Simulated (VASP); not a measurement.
A run of VASP 6.6.1 is set up as follows.

Contents of INCAR:

```
SYSTEM = Ge
ALGO = Normal
EDIFF = 1E-6
ENCUT = 500
GGA = PE
GGA_COMPAT = .False.
ISIF = 2
ISMEAR = 0
LASPH = .True.
LCHARG = .False.
LREAL = .False.
LWAVE = .False.
NBANDS = 21
NELM = 120
PREC = Accurate
SIGMA = 0.1
```

File KPOINTS:

```
k-points
0
Gamma
  14 14 14
  0 0 0
```

The input POSCAR:

```
Ge
1.0
    0.0000000000      2.8514381356      2.8514381356
    2.8514381356      0.0000000000      2.8514381356
    2.8514381356      2.8514381356      0.0000000000
Ge
2
Direct
    0.0000000000      0.0000000000      0.0000000000
    0.2500000000      0.2500000000      0.2500000000
```

Potentials or basis: VASP PAW PBE potentials, release 64 (Ge_d).

Launch:

```bash
$ cat potpaw_PBE.64/Ge_d/POTCAR > POTCAR
$ mpirun -np 1 vasp_std > vasp.out
```

(1) What does it give for the band gap on the k mesh?

(2) Estimate the pressure.

Results:

(1) zero (filled and empty bands touch).

(2) 1.8 GPa.

Caveat: semilocal functionals underestimate gaps, so a narrow gap can read as zero.
